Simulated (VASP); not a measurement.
The system is MgCd5O6.

```
Mg Cd O
1.0
     3.55969    0.00000    0.00000
    -1.77985    3.08278    0.00000
     0.00000    0.00000   17.43886
Mg Cd O
1 5 6
Direct
  0.00000 0.00000 0.50000
  0.66667 0.33333 0.66667
  0.33333 0.66667 0.33333
  0.66667 0.33333 0.16667
  0.00000 0.00000 0.00000
  0.33333 0.66667 0.83333
  0.33333 0.66667 0.58333
  0.66667 0.33333 0.41667
  0.00000 0.00000 0.25000
  0.33333 0.66667 0.08333
  0.66667 0.33333 0.91667
  0.00000 0.00000 0.75000
```

- Program: VASP 6.6.1
- Task: relaxation of cell and atoms
- Functional: PBE
- Potentials or basis: VASP PAW PBE potentials, release 64 (Mg, Cd, O)
- Cutoff: 600 eV
- k mesh: 6 × 6 × 1
- Occupations: gaussian, width 0.1 eV
- Spin: no spin polarisation

At the start: pressure -15.8 GPa; volume 15.95 Å³/atom.

Where does the relaxation end?

Over 13 steps the energy falls by 201.4 meV/atom and the volume is 13.02 Å³/atom (-18.4 %); space group P-3m1 (No. 164, to 0.05 Å).

The path:
| step | energy change (eV) | largest force (eV/Å) | pressure (GPa) | volume (Å³) |
| --- | --- | --- | --- | --- |
| 1 | 0.0000 | 0.8879 | -15.75 | 191.37 |
| 2 | -1.9743 | 1.4471 | 6.04 | 151.14 |
| 3 | -2.0727 | 1.3336 | 0.55 | 157.02 |
| 4 | -2.2173 | 0.7801 | 0.51 | 156.50 |
| 5 | -2.3049 | 0.6546 | 0.70 | 155.69 |
| 6 | -2.3523 | 0.2943 | -0.71 | 157.14 |
| 7 | -2.3578 | 0.3195 | -1.33 | 157.82 |
| 8 | -2.3866 | 0.2556 | 0.56 | 155.38 |
| 9 | -2.3868 | 0.2491 | 0.76 | 155.14 |
| 10 | -2.4090 | 0.1612 | 0.29 | 155.57 |
| 11 | -2.4119 | 0.1924 | 0.08 | 155.78 |
| 12 | -2.4169 | 0.0583 | -0.19 | 156.10 |
| 13 | -2.4173 | 0.0350 | -0.31 | 156.24 |

Final structure:
```yaml
crystal:
  lattice:
    - [3.31081, 0.00000, 0.00000]
    - [-1.65541, 2.86725, 0.00000]
    - [0.00000, 0.00000, 16.45811]
  atoms:
    - { symbol: Mg, position: [0.00000, 0.00000, 0.50000] }
    - { symbol: Cd, position: [0.66667, 0.33333, 0.65699] }
    - { symbol: Cd, position: [0.33333, 0.66667, 0.34301] }
    - { symbol: Cd, position: [0.66667, 0.33333, 0.17130] }
    - { symbol: Cd, position: [0.00000, 0.00000, 0.00000] }
    - { symbol: Cd, position: [0.33333, 0.66667, 0.82870] }
    - { symbol: O, position: [0.33333, 0.66667, 0.56867] }
    - { symbol: O, position: [0.66667, 0.33333, 0.43133] }
    - { symbol: O, position: [0.00000, 0.00000, 0.25722] }
    - { symbol: O, position: [0.33333, 0.66667, 0.08564] }
    - { symbol: O, position: [0.66667, 0.33333, 0.91436] }
    - { symbol: O, position: [0.00000, 0.00000, 0.74278] }
```

Caveat: the k points lie up to 0.38 Å⁻¹ apart in the final cell; the volume moved by over 15 % at a fixed basis, so the end points are rough.
